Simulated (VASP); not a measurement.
# Si2Sn in VASP: a series of runs

The runs below take Si2Sn through single point, with PBE.

All numbers are computed with VASP 6.6.1; they aren't measurements. Logs are shortened: lines on timing, memory, paths and dates and some standing lists are left out, and cuts for length are marked.

## Step 1: The cell of the first run

The structure is trigonal, space group P-3m1 (No. 164). Conventional cell: a = 4.030 Å, b = 4.030 Å, c = 10.524 Å, α = 90.00°, β = 90.00°, γ = 120.00°. Si (site symmetry 3m) has 3 Si at 2.43 Å and 1 Sn at 2.63 Å within 3.2 Å. Within 3.1 Å of Si (site symmetry 3m) lie 4 Si at 2.37 to 2.43 Å. Sn (site symmetry 3m) has 1 Si at 2.63 Å and 3 Sn at 2.77 Å within 3.5 Å.

## Step 2: Single point, PBE

INCAR reads:

```
PREC = Accurate
ENCUT = 520
EDIFF = 1E-6
ISMEAR = 0
SIGMA = 0.1
LREAL = F
LASPH = T
NELM = 60
ALGO = Normal
ISIF = 2
LWAVE = F
LCHARG = F
GGA = PE
NBANDS = 31
```

KPOINTS reads:

```
regular mesh
0
Gamma
  12 12 4
```

POSCAR reads:

```
Si2Sn
1.0
    4.0296598449      0.0000000000      0.0000000000
   -2.0148299224      3.4897877943      0.0000000000
    0.0000000000      0.0000000000     10.5242369238
Si Sn
4 2
Direct
    0.6666666667      0.3333333333      0.1790481385
    0.0000000000      0.0000000000      0.1127838839
    0.3333333333      0.6666666667      0.8209518615
    0.0000000000      0.0000000000      0.8872161161
    0.3333333333      0.6666666667      0.5714269007
    0.6666666667      0.3333333333      0.4285730993
```

Potentials or basis: VASP PAW PBE potentials, release 64 (Si, Sn_d).

The run is started by

```sh
> cat potpaw_PBE.64/Si/POTCAR potpaw_PBE.64/Sn_d/POTCAR > POTCAR
> mpirun -np 1 vasp_std > vasp.out
```

OUTCAR:

```text
PREC = Accurate
   ENCUT = 520
   EDIFF = 1E-6
   ISMEAR = 0
   LREAL = F
   LASPH = T
   NELM = 60
   ISIF = 2
   GGA = PE

 ion  position               nearest neighbor table
   1  0.667  0.333  0.179-   2 2.43   2 2.43   2 2.43   6 2.63
   2  0.000  0.000  0.113-   4 2.37   1 2.43   1 2.43   1 2.43
   3  0.333  0.667  0.821-   4 2.43   4 2.43   4 2.43   5 2.63
   4  0.000  0.000  0.887-   2 2.37   3 2.43   3 2.43   3 2.43
   5  0.333  0.667  0.571-   3 2.63   6 2.77   6 2.77   6 2.77
   6  0.667  0.333  0.429-   1 2.63   5 2.77   5 2.77   5 2.77

  LATTYP: Found a hexagonal cell.
 ALAT       =     4.0296598449
 C/A-ratio  =     2.6116936240

  Lattice vectors:

 A1 = (   4.0296598449,   0.0000000000,   0.0000000000)
 A2 = (  -2.0148299224,   3.4897877943,   0.0000000000)
 A3 = (   0.0000000000,   0.0000000000,  10.5242369238)

Analysis of symmetry for initial positions (statically):
=====================================================================
 Subroutine PRICEL returns:
 Original cell was already a primitive cell.

 Routine SETGRP: Setting up the symmetry group for a
 hexagonal supercell.

 Subroutine GETGRP returns: Found 12 space group operations
 (whereof 12 operations were pure point group operations)
 out of a pool of 24 trial point group operations.

The static configuration has the point symmetry D_3d.

Analysis of symmetry for dynamics (positions and initial velocities):
=====================================================================
 Subroutine PRICEL returns:
 Original cell was already a primitive cell.

 Routine SETGRP: Setting up the symmetry group for a
 hexagonal supercell.

 Subroutine GETGRP returns: Found 12 space group operations
 (whereof 12 operations were pure point group operations)
 out of a pool of 24 trial point group operations.

The dynamic configuration has the point symmetry D_3d.

 Subroutine INISYM returns: Found 12 space group operations
 (whereof 12 operations are pure point group operations),
 and found     1 'primitive' translations

----------------------------------------------------------------------------------------

                                     Primitive cell

  volume of cell :     147.9987

  direct lattice vectors                    reciprocal lattice vectors
     4.029659845  0.000000000  0.000000000     0.248159904  0.143275187  0.000000000
    -2.014829922  3.489787794  0.000000000     0.000000000  0.286550375  0.000000000
[... 92 lines left out ...]
   NELM   =     60;   NELMIN=  2; NELMDL= -5     # of ELM steps
   EDIFF  = 0.1E-05   stopping-criterion for ELM
   LREAL  =      F    real-space projection
   EDIFFG = 0.1E-04   stopping-criterion for IOM
   NSW    =      0    number of steps for IOM
   IBRION =     -1    ionic relax: 0-MD 1-quasi-New 2-CG
   NFREE  =      0    steps in history (QN), initial steepest desc. (CG)
   ISIF   =      2    stress and relaxation
   ISYM   =      2    0-nonsym 1-usesym 2-fastsym
   POTIM  = 0.5000    time-step for ionic-motion
   TEBEG  =    0.0;   TEEND  =   0.0 temperature during run
   PSTRESS=    0.0 pullay stress
   NELECT =      44.0000    total number of electrons
   NUPDOWN=      -1.0000    fix difference up-down
   EMIN   =  10.00;   EMAX   =-10.00  energy-range for DOS
   EFERMI =   0.00;   METHOD = LEGACY
   ISMEAR =     0;   SIGMA  =   0.10  broadening in eV -4-tet -1-fermi 0-gaus
   EFERMI_NEDOS =   21; number of points for ismear=-14 and -15
   IALGO  =     38    algorithm
   IMIX   =      4    mixing-type and parameters
     AMIX     =   0.40;   BMIX     =  1.00
     AMIX_MAG =   1.60;   BMIX_MAG =  1.00
  volume/ion in A,a.u.               =      24.67       166.46
  Fermi-wavevector in a.u.,A,eV,Ry     =   1.092630  2.064771 16.243178  1.193840
  Thomas-Fermi vector in A             =   2.228899
   LORBIT       =      0    0 simple, 1 ext, 2 COOP (PROOUT), +10 PAW based schemes
   GGA     = PE    functional components
   LHFCALC =     F    Hartree Fock is set to
   AEXX    =    0.0000 exact exchange contribution
   IVDW    =     0    specifies the selected vdW correction
   LEPSILON=     F    determine dielectric tensor
   LRPA    =     F    only Hartree local field effects (RPA)
 non-spin polarized calculation
 Gauss-broadening in eV      SIGMA  =   0.10
  energy-cutoff  :      520.00
  volume of cell :      148.00
 maximum number of plane-waves:      4023
 NGX is ok and might be reduce to    30

 number of electron      43.9999989 magnetization

 Free energy of the ion-electron system (eV)
  ---------------------------------------------------
  ext. energy  EPLUGINS =         0.00000000
  ---------------------------------------------------
  free energy    TOTEN  =       -28.18977572 eV

  energy without entropy =      -28.18165147  energy(sigma->0) =      -28.18571359

 E-fermi :   6.3635     XC(G=0):  -9.2805

 val. band max:        6.3575779913   @ k =   0.0000   0.0000   0.0000
 cond. band min:       6.3723835258   @ k =   0.0000   0.4167   0.2500
 fundamental gap:      0.0148055344
 Fermi energy:         6.3635075652

 k-point     1 :       0.0000    0.0000    0.0000
  band No.  band energies     occupation
      1     -15.6071      2.00000
      2     -15.6071      2.00000
      3     -15.4260      2.00000
      4     -15.4260      2.00000
      5     -15.4229      2.00000
      6     -15.1775      2.00000
[... 805 lines left out ...]
     30       9.5666      0.00000
     31      10.6240      0.00000

 [... further k-points ...]
[... 5 lines left out ...]
  --------------------------------------------------------------------------------------
  -------------------------------------------------------------------------------------
  Total       -0.0646709     -0.0646709     -0.0657011     -0.0000000      0.0000000      0.0000000
  in kB       -0.7001027     -0.7001027     -0.7112546     -0.0000000      0.0000000      0.0000000
  external PRESSURE =      -0.7038200 kB  Pullay stress =       0.0000000 kB

 VOLUME and BASIS-vectors are now :
 -----------------------------------------------------------------------------
  energy-cutoff  :      520.00
  volume of cell :      148.00
      direct lattice vectors                 reciprocal lattice vectors
     4.029659845  0.000000000  0.000000000     0.248159904  0.143275187  0.000000000
    -2.014829922  3.489787794  0.000000000     0.000000000  0.286550375  0.000000000
     0.000000000  0.000000000 10.524236924     0.000000000  0.000000000  0.095018765

 POSITION                                       TOTAL-FORCE (eV/Angst)
 -----------------------------------------------------------------------------------
      2.01483      1.16326      1.88435         0.000000      0.000000      0.002687
      0.00000      0.00000      1.18696        -0.000000     -0.000000     -0.002348
     -0.00000      2.32653      8.63989        -0.000000     -0.000000     -0.002687
      0.00000      0.00000      9.33727        -0.000000      0.000000      0.002348
     -0.00000      2.32653      6.01383        -0.000000      0.000000      0.001516
      2.01483      1.16326      4.51040         0.000000      0.000000     -0.001516
 -----------------------------------------------------------------------------------
    total drift:                               -0.000000      0.000000      0.000000

  FREE ENERGIE OF THE ION-ELECTRON SYSTEM (eV)
  ---------------------------------------------------
  free  energy   TOTEN  =       -28.1897757162 eV

  energy  without entropy=      -28.1816514704  energy(sigma->0) =      -28.18571359
```

OSZICAR:

```text
N       E                     dE             d eps       ncg     rms          rms(c)
DAV:   1     0.339823920137E+03    0.33982E+03   -0.19915E+04  4355   0.160E+03
DAV:   2     0.141120061821E+02   -0.32571E+03   -0.31325E+03  4342   0.433E+02
DAV:   3    -0.268376319778E+02   -0.40950E+02   -0.39970E+02  5193   0.137E+02
DAV:   4    -0.285291342040E+02   -0.16915E+01   -0.16812E+01  5292   0.299E+01
DAV:   5    -0.285818033014E+02   -0.52669E-01   -0.52650E-01  6217   0.541E+00    0.688E+00
DAV:   6    -0.282961358721E+02    0.28567E+00   -0.21408E-01  5576   0.317E+00    0.411E+00
DAV:   7    -0.281866694673E+02    0.10947E+00   -0.35659E-01  5369   0.303E+00    0.491E-01
DAV:   8    -0.281886574191E+02   -0.19880E-02   -0.30490E-02  5237   0.122E+00    0.265E-01
DAV:   9    -0.281894022123E+02   -0.74479E-03   -0.49223E-03  5580   0.373E-01    0.110E-01
DAV:  10    -0.281896329162E+02   -0.23070E-03   -0.34706E-04  6354   0.107E-01    0.696E-02
DAV:  11    -0.281897709611E+02   -0.13804E-03   -0.15929E-04  4802   0.563E-02    0.137E-02
DAV:  12    -0.281897730234E+02   -0.20623E-05   -0.10395E-05  5173   0.238E-02    0.501E-03
DAV:  13    -0.281897756387E+02   -0.26154E-05   -0.49697E-06  4488   0.956E-03    0.289E-03
DAV:  14    -0.281897757162E+02   -0.77499E-07   -0.14268E-07  3280   0.282E-03
   1 F= -.28189776E+02 E0= -.28185714E+02  d E =-.812425E-02
```

Wall time 6.5 min (1 thread of Intel Xeon 8259CL, shared host); peak memory 0.41 GiB.

What came out:

```
Free energy            : -28.1898 eV
Pressure               : -0.1 GPa
Band gap on the k mesh : zero (bands 22 and 23 overlap by 0.88 eV)
```

Forces on the atoms (eV/Å):
```
Si   0.000  0.000  0.003
Si   0.000  0.000 -0.002
Si   0.000  0.000 -0.003
Si   0.000  0.000  0.002
Sn   0.000  0.000  0.002
Sn   0.000  0.000 -0.002
```

Caveat: spin-orbit coupling is left out, which moves the levels of the heavy elements.

## Step 3: Single point, PBE

This run uses another cell than the first one: it holds 12 atoms, not 6.

INCAR reads:

```
ALGO     = Normal         # electronic algorithm
EDIFF    = 1E-6           # SCF threshold, eV
ENCUT    = 520            # plane-wave cutoff, eV
GGA      = PE             # functional
ISIF     = 2              # what is computed and relaxed
ISMEAR   = 0              # smearing method
LASPH    = True           # aspherical terms in the spheres
LCHARG   = False          # write CHGCAR
LREAL    = False          # projectors in reciprocal space
LWAVE    = False          # write WAVECAR
NBANDS   = 56             # bands
NELM     = 80             # most SCF steps
PREC     = Accurate       # precision mode
SIGMA    = 0.2            # smearing width, eV
```

KPOINTS reads:

```
k-points
0
Gamma
  6 6 1
```

POSCAR reads:

```
Si2Sn
1.0
    4.0288347357      0.0004455616     -0.0002944554
   -2.0140279945      3.4934177885      0.0082935417
   -0.0014544346      0.0498921677     21.0069784118
Si Sn
8 4
Direct
    0.6659519681      0.3320076781      0.0882547643
    0.6661867403      0.3320357333      0.5882486853
   -0.0004207010     -0.0007688664      0.0563487479
   -0.0001287697     -0.0006734443      0.5563535451
    0.3340840969      0.6683992670      0.4117463055
    0.3339280894      0.6676523684      0.9117487089
    0.0004811155      0.0012168072      0.4436573229
    0.0002541813      0.0003247191      0.9436512231
    0.3327605635      0.6655528530      0.2864879289
    0.3328857840      0.6659862238      0.7864963258
    0.6668538201      0.3337165805      0.2135035257
    0.6671631117      0.3345500805      0.7135029168
```

Potentials or basis: VASP PAW PBE potentials, release 64 (Si, Sn_d).

The run is started by

```sh
> cat potpaw_PBE.64/Si/POTCAR potpaw_PBE.64/Sn_d/POTCAR > POTCAR
> mpirun -np 1 vasp_std > vasp.out
```

Run time: 9.8 min. Hardware: 1 thread of Intel Xeon 8259CL, shared host; peak memory 0.51 GiB.

It converged, with:

```
Free energy            : -56.4388 eV
Pressure               : 0.0 GPa
Largest force          : 0.015 eV/Å
Band gap on the k mesh : zero (bands 44 and 45 overlap by 0.92 eV)
```

Forces on the atoms (eV/Å):
```
Si   0.000  0.008 -0.007
Si   0.000  0.011 -0.006
Si   0.001 -0.010 -0.001
Si  -0.001 -0.011 -0.001
Si   0.001 -0.007  0.007
Si   0.001 -0.011  0.007
Si   0.000  0.007  0.000
Si  -0.001  0.014  0.001
Sn   0.000  0.007 -0.003
Sn  -0.001  0.014 -0.005
Sn   0.000 -0.006  0.004
Sn   0.001 -0.014  0.005
```

Stress tensor (GPa, compression positive):
```
 0.01 -0.01  0.00
-0.01 -0.07 -0.06
 0.00 -0.06 -0.04
```

Levels at points of the mesh, in eV from the Fermi level:
```csv
k point,band 41,band 42,band 43,band 44,band 45,band 46,band 47,band 48
"(0.00, 0.00, 0.00)",-0.05,0.04,0.30,0.64,0.76,0.76,0.77,0.97
"(0.50, 0.00, 0.00)",-2.60,-1.92,-0.97,-0.82,-0.28,-0.12,-0.02,-0.01
"(0.00, 0.50, 0.00)",-2.59,-1.96,-0.96,-0.81,-0.23,-0.14,-0.01,0.00
"(0.50, 0.50, 0.00)",-2.60,-1.92,-0.97,-0.82,-0.28,-0.12,-0.02,-0.02
```

Caveat: spin-orbit coupling is left out, which moves the levels of the heavy elements.
